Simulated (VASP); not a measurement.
# PbS (Galena) (Fm-3m) in VASP: a series of runs

The runs below take PbS (Galena) through single point, with PBE.

Program: VASP 6.6.1. These are calculated values, not measurements. Logs are shortened: lines on timing, memory, paths and dates and some standing lists are left out, and cuts for length are marked.

## Step 1: The cell of the first run

Symmetry: Fm-3m, No. 225, cubic system. Conventional cell: a = 5.932 Å, b = 5.932 Å, c = 5.932 Å, α = 90.00°, β = 90.00°, γ = 90.00°. Pb (site symmetry m-3m) has 6 S at 2.97 Å within 3.9 Å. Within 3.9 Å of S (site symmetry m-3m) lie 6 Pb at 2.97 Å.

## Step 2: Single point, PBE

The input, INCAR:

```
  ALGO = Normal
  EDIFF = 1E-7
  ENCUT = 520
  GGA = PE
  ISIF = 2
  ISMEAR = 0
  LASPH = T
  LCHARG = F
  LREAL = F
  LWAVE = F
  NBANDS = 17
  NELM = 80
  PREC = Accurate
  SIGMA = 0.01
```

The input, KPOINTS:

```
k-points
0
Gamma
  2 2 2
```

The input, POSCAR:

```
PbS
1.0
    4.1942040000      0.0000000000      0.0000000000
    2.0971020000      3.6322872127      0.0000000000
    2.0971020000      1.2107624042      3.4245532257
Pb S
1 1
Direct
    0.0000000000      0.0000000000      0.0000000000
    0.5000000000      0.5000000000      0.5000000000
```

Potentials or basis: VASP PAW PBE potentials, release 64 (Pb_d, S).

Launch:

```sh
cat potpaw_PBE.64/Pb_d/POTCAR potpaw_PBE.64/S/POTCAR > POTCAR
mpirun -np 1 vasp_std > vasp.out
```

OUTCAR:

```text
EDIFF = 1E-7
   ENCUT = 520
   GGA = PE
   ISIF = 2
   ISMEAR = 0
   LASPH = T
   LREAL = F
   NELM = 80
   PREC = Accurate

 ion  position               nearest neighbor table
   1  0.000  0.000  0.000-   2 2.97   2 2.97   2 2.97   2 2.97   2 2.97   2 2.97
   2  0.500  0.500  0.500-   1 2.97   1 2.97   1 2.97   1 2.97   1 2.97   1 2.97

  LATTYP: Found a face centered cubic cell.
 ALAT       =     5.9315001802

  Lattice vectors:

 A1 = (   4.1942040000,   0.0000000000,   0.0000000000)
 A2 = (   2.0971020000,   3.6322872127,   0.0000000000)
 A3 = (   2.0971020000,   1.2107624042,   3.4245532257)

Analysis of symmetry for initial positions (statically):
=====================================================================
 Subroutine PRICEL returns:
 Original cell was already a primitive cell.

 Routine SETGRP: Setting up the symmetry group for a
 face centered cubic supercell.

 Subroutine GETGRP returns: Found 48 space group operations
 (whereof 48 operations were pure point group operations)
 out of a pool of 48 trial point group operations.

The static configuration has the point symmetry O_h .

Analysis of symmetry for dynamics (positions and initial velocities):
=====================================================================
 Subroutine PRICEL returns:
 Original cell was already a primitive cell.

 Routine SETGRP: Setting up the symmetry group for a
 face centered cubic supercell.

 Subroutine GETGRP returns: Found 48 space group operations
 (whereof 48 operations were pure point group operations)
 out of a pool of 48 trial point group operations.

The dynamic configuration has the point symmetry O_h .

 Subroutine INISYM returns: Found 48 space group operations
 (whereof 48 operations are pure point group operations),
 and found     1 'primitive' translations

----------------------------------------------------------------------------------------

                                     Primitive cell

  volume of cell :      52.1715

  direct lattice vectors                    reciprocal lattice vectors
     4.194204000  0.000000000  0.000000000     0.238424264 -0.137654313 -0.097336298
     2.097102000  3.632287213  0.000000000     0.000000000  0.275308626 -0.097336298
     2.097102000  1.210762404  3.424553226     0.000000000  0.000000000  0.292008894

  length of vectors
     4.194204000  4.194204000  4.194204000     0.292008894  0.292008894  0.292008894

  position of ions in fractional coordinates (direct lattice)
     0.000000000  0.000000000  0.000000000
     0.500000000  0.500000000  0.500000000

  ion indices of the primitive-cell ions
   primitive index   ion index
                 1           1
                 2           2

----------------------------------------------------------------------------------------

 KPOINTS: k-points

Automatic generation of k-mesh.
 Grid dimensions read from file:
 generate k-points for:    2    2    2

 Generating k-lattice:

  Cartesian coordinates                     Fractional coordinates (reciprocal lattice)
     0.119212132 -0.068827156 -0.048668149     0.500000000  0.000000000  0.000000000
     0.000000000  0.137654313 -0.048668149     0.000000000  0.500000000  0.000000000
     0.000000000  0.000000000  0.146004447     0.000000000  0.000000000  0.500000000

  Length of vectors
     0.146004447  0.146004447  0.146004447

  Shift w.r.t. Gamma in fractional coordinates (k-lattice)
     0.000000000  0.000000000  0.000000000

 Subroutine IBZKPT returns following result:
 ===========================================

 Found      3 irreducible k-points:

 Following reciprocal coordinates:
            Coordinates               Weight
  0.000000  0.000000  0.000000      1.000000
  0.500000  0.000000 -0.000000      4.000000
  0.500000  0.500000  0.000000      3.000000
   k-points           NKPTS =      3   k-points in BZ     NKDIM =      3   number of bands    NBANDS=     17
   number of dos      NEDOS =    301   number of ions     NIONS =      2
   total plane-waves  NPLWV =  32768
   dimension x,y,z NGX =    32 NGY =   32 NGZ =   32
   dimension x,y,z NGXF=    64 NGYF=   64 NGZF=   64
   ions per type =               1   1
   NGX,Y,Z   is equivalent  to a cutoff of  12.68, 12.68, 12.68 a.u.
   NGXF,Y,Z  is equivalent  to a cutoff of  25.37, 25.37, 25.37 a.u.
 SYSTEM =  unknown system
   PREC   = accura    normal or accurate (medium, high low for compatibility)
   ISTART =      0    job   : 0-new  1-cont  2-samecut
   ICHARG =      2    charge: 1-file 2-atom 10-const
   ISPIN  =      1    spin polarized calculation?
   LNONCOLLINEAR =      F non collinear calculations
   LSORBIT =      F    spin-orbit coupling
   LASPH  =      T    aspherical Exc in radial PAW
   ENCUT  =  520.0 eV  38.22 Ry    6.18 a.u.   7.80  7.80  7.80*2*pi/ulx,y,z
   NELM   =     80;   NELMIN=  2; NELMDL= -5     # of ELM steps
   EDIFF  = 0.1E-06   stopping-criterion for ELM
   LREAL  =      F    real-space projection
   EDIFFG = 0.1E-05   stopping-criterion for IOM
   NSW    =      0    number of steps for IOM
   IBRION =     -1    ionic relax: 0-MD 1-quasi-New 2-CG
   NFREE  =      0    steps in history (QN), initial steepest desc. (CG)
   ISIF   =      2    stress and relaxation
   ISYM   =      2    0-nonsym 1-usesym 2-fastsym
   POTIM  = 0.5000    time-step for ionic-motion
   TEBEG  =    0.0;   TEEND  =   0.0 temperature during run
   PSTRESS=    0.0 pullay stress
   NELECT =      20.0000    total number of electrons
   NUPDOWN=      -1.0000    fix difference up-down
   EMIN   =  10.00;   EMAX   =-10.00  energy-range for DOS
   EFERMI =   0.00;   METHOD = LEGACY
   ISMEAR =     0;   SIGMA  =   0.01  broadening in eV -4-tet -1-fermi 0-gaus
   EFERMI_NEDOS =   21; number of points for ismear=-14 and -15
   IALGO  =     38    algorithm
   IMIX   =      4    mixing-type and parameters
     AMIX     =   0.40;   BMIX     =  1.00
     AMIX_MAG =   1.60;   BMIX_MAG =  1.00
  volume/ion in A,a.u.               =      26.09       176.04
  Fermi-wavevector in a.u.,A,eV,Ry     =   1.189251  2.247359 19.242971  1.414319
  Thomas-Fermi vector in A             =   2.325363
   LORBIT       =      0    0 simple, 1 ext, 2 COOP (PROOUT), +10 PAW based schemes
   GGA     = PE    functional components
   LHFCALC =     F    Hartree Fock is set to
   AEXX    =    0.0000 exact exchange contribution
   IVDW    =     0    specifies the selected vdW correction
   LEPSILON=     F    determine dielectric tensor
   LRPA    =     F    only Hartree local field effects (RPA)
 non-spin polarized calculation
 Gauss-broadening in eV      SIGMA  =   0.01
  energy-cutoff  :      520.00
  volume of cell :       52.17
 maximum number of plane-waves:      1411
 NGX is ok and might be reduce to    32
   NGX = 15   NGY = 15   NGZ = 15

 number of electron      19.9999998 magnetization

 Free energy of the ion-electron system (eV)
  ---------------------------------------------------
  ext. energy  EPLUGINS =         0.00000000
  ---------------------------------------------------
  free energy    TOTEN  =        -7.37675873 eV

  energy without entropy =       -7.37675873  energy(sigma->0) =       -7.37675873

 E-fermi :   6.2185     XC(G=0):  -9.5836

 val. band max:        6.1552794151   @ k =   0.5000   0.0000  -0.0000
 cond. band min:       6.2906072733   @ k =   0.5000   0.0000  -0.0000
 fundamental gap:      0.1353278581
 Fermi energy:         6.2185205685

 k-point     1 :       0.0000    0.0000    0.0000
  band No.  band energies     occupation
      1     -11.1863      2.00000
      2     -11.1863      2.00000
      3     -11.1863      2.00000
      4     -11.1580      2.00000
      5     -11.1580      2.00000
      6      -7.3950      2.00000
      7      -0.0555      2.00000
      8       4.0821      2.00000
      9       4.0821      2.00000
     10       4.0821      2.00000
     11      11.0338      0.00000
     12      11.0338      0.00000
     13      11.0338      0.00000
     14      12.6855      0.00000
     15      12.6855      0.00000
     16      12.6855      0.00000
     17      14.5579      0.00000

 k-point     2 :       0.5000    0.0000   -0.0000
  band No.  band energies     occupation
      1     -11.1936      2.00000
      2     -11.1936      2.00000
      3     -11.1827      2.00000
      4     -11.1345      2.00000
      5     -11.1345      2.00000
      6      -5.9676      2.00000
      7      -3.0510      2.00000
      8       4.5163      2.00000
      9       4.5163      2.00000
     10       6.1553      2.00000
     11       6.2906      0.00000
     12       7.7819      0.00000
     13       7.7819      0.00000
     14      14.6964      0.00000
     15      16.1385      0.00000
     16      16.1385      0.00000
     17      16.5040      0.00000

 k-point     3 :       0.5000    0.5000    0.0000
  band No.  band energies     occupation
      1     -11.2888      2.00000
      2     -11.2109      2.00000
      3     -11.1327      2.00000
      4     -11.1268      2.00000
      5     -11.1268      2.00000
      6      -5.5681      2.00000
      7      -1.4418      2.00000
      8       0.8601      2.00000
      9       2.7062      2.00000
     10       2.7062      2.00000
     11       9.7948      0.00000
     12      11.6763      0.00000
     13      11.6763      0.00000
     14      11.7617      0.00000
     15      17.2562      0.00000
     16      18.3734      0.00000
     17      18.3930      0.00000

------------------------ aborting loop because EDIFF is reached ----------------------------------------

  FORCE on cell =-STRESS in cart. coord.  units (eV):
  Direction    XX          YY          ZZ          XY          YZ          ZX
  --------------------------------------------------------------------------------------
  -------------------------------------------------------------------------------------
  Total        3.4181653      3.4181653      3.4181653      0.0000000     -0.0000000      0.0000000
  in kB      104.9711591    104.9711591    104.9711591      0.0000000     -0.0000000      0.0000000
  external PRESSURE =     104.9711591 kB  Pullay stress =       0.0000000 kB

 VOLUME and BASIS-vectors are now :
 -----------------------------------------------------------------------------
  energy-cutoff  :      520.00
  volume of cell :       52.17
      direct lattice vectors                 reciprocal lattice vectors
     4.194204000  0.000000000  0.000000000     0.238424264 -0.137654313 -0.097336298
     2.097102000  3.632287213  0.000000000     0.000000000  0.275308626 -0.097336298
     2.097102000  1.210762404  3.424553226     0.000000000  0.000000000  0.292008894

 POSITION                                       TOTAL-FORCE (eV/Angst)
 -----------------------------------------------------------------------------------
      0.00000      0.00000      0.00000         0.000000     -0.000000      0.000000
      4.19420      2.42152      1.71228        -0.000000      0.000000      0.000000
 -----------------------------------------------------------------------------------
    total drift:                               -0.000000      0.000000      0.000000

  FREE ENERGIE OF THE ION-ELECTRON SYSTEM (eV)
  ---------------------------------------------------
  free  energy   TOTEN  =        -7.3767587346 eV

  energy  without entropy=       -7.3767587346  energy(sigma->0) =       -7.37675873
```

It took 3 s on 1 thread of AMD EPYC 9R45 (Zen 5), shared host; peak memory 0.14 GiB.

Results:

* Free energy: -7.3768 eV
* Pressure: 10.5 GPa
* Band gap on the k mesh: 0.14 eV, direct

Caveat: the k points lie up to 0.92 Å⁻¹ apart; spin-orbit coupling is left out, which moves the levels of the heavy elements. A k mesh can miss the band edges.

## Step 3: Single point, PBE

The input, INCAR:

```
ALGO = Normal ; EDIFF = 1E-7
ENCUT = 520 ; GGA = PE
ISIF = 2 ; ISMEAR = 0
LASPH = T ; LCHARG = T
LELF = T ; LREAL = F
LVHAR = T ; LWAVE = F
NBANDS = 17 ; NELM = 60
PREC = Accurate ; SIGMA = 0.01
```

The input, KPOINTS:

```
k-points
0
Gamma
  4 4 4
```

POSCAR is that of step 2.

Potentials or basis: VASP PAW PBE potentials, release 64 (Pb_d, S).

Launch:

```sh
cat potpaw_PBE.64/Pb_d/POTCAR potpaw_PBE.64/S/POTCAR > POTCAR
mpirun -np 1 vasp_std > vasp.out
```

It took 4.9 s on 1 thread of AMD EPYC 9R45 (Zen 5), shared host; peak memory 0.14 GiB.

It converged, with:

```yaml
Free_energy: -8.7420 eV
Pressure: 2.3 GPa
Band_gap_on_the_k_mesh: 0.36 eV, direct
```

Levels at points of the mesh, in eV from the valence-band top:
| k point | band 8 | band 9 | band 10 | band 11 | band 12 | band 13 |
| --- | --- | --- | --- | --- | --- | --- |
| (0.00, 0.00, 0.00) | -2.17 | -2.17 | -2.17 | 5.21 | 5.21 | 5.21 |
| (0.50, 0.00, 0.00) | -1.78 | -1.78 | 0.00 | 0.36 | 1.96 | 1.96 |
| (0.50, 0.50, 0.00) | -5.20 | -3.44 | -3.44 | 3.86 | 5.58 | 5.68 |

Caveat: the k points lie up to 0.46 Å⁻¹ apart; spin-orbit coupling is left out, which moves the levels of the heavy elements. A k mesh can miss the band edges.

(Part 1 of 2 ends here.)
